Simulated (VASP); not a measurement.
## WS2: single point with PBE

Crystal: WS2.

```
W S
1.0
     1.58589    0.91561    6.23748
    -1.58589    0.91561    6.23748
     0.00000   -1.83122    6.23748
W S
1 2
Cartesian
  0.0000 0.0000 0.0125
  0.0000 0.0000 4.6885
  0.0000 0.0000 7.8120
```

- Program: VASP 6.6.1
- Task: single point
- Functional: PBE
- Potentials or basis: VASP PAW PBE potentials, release 64 (W_sv, S)
- Cutoff: 520 eV
- k mesh: 10 × 10 × 10
- Occupations: gaussian, width 0.01 eV
- Spin: no spin polarisation
- Dipole correction: no
- Further INCAR settings: ALGO = Normal; EDIFF = 1e-06; NBANDS = 20

* Pressure: 3.2 GPa
* Largest force: 0.197 eV/Å
* Band gap on the k mesh: 1.14 eV (least direct gap 2.19 eV)

Forces on the atoms (eV/Å):
```
W    0.000  0.000  0.001
S    0.000  0.000 -0.197
S    0.000  0.000  0.195
```

Stress tensor (GPa, compression positive):
```
2.78 0.00 0.00
0.00 2.78 0.00
0.00 0.00 4.12
```

Levels at points of the mesh, in eV from the valence-band top:
```
           k point  band 9  band 10  band 11  band 12  band 13  band 14  band 15  band 16  band 17  band 18
(0.00, 0.00, 0.00)   -3.52    -2.30    -2.30    -1.59    -1.13     2.22     2.22     2.50     2.50     4.66
(0.50, 0.00, 0.00)   -5.26    -4.13    -2.56    -1.85    -1.67     2.28     2.61     3.63     3.92     4.43
(0.50, 0.50, 0.00)   -4.98    -4.06    -3.09    -2.01    -1.52     2.24     2.74     3.23     4.35     4.94
(0.50, 0.50, 0.50)   -3.54    -3.54    -2.27    -2.27     0.00     2.30     2.30     2.38     2.38     4.90
```

Wall time 4.7 min on 1 thread of Intel(R) Xeon(R) Platinum 8375C CPU @ 2.90GHz (Ice Lake), on a shared host, peak memory 0.37 GiB.

Caveat: the cell stands under pressure; spin-orbit coupling is left out, which moves the levels of the heavy elements. A k mesh can miss the band edges.
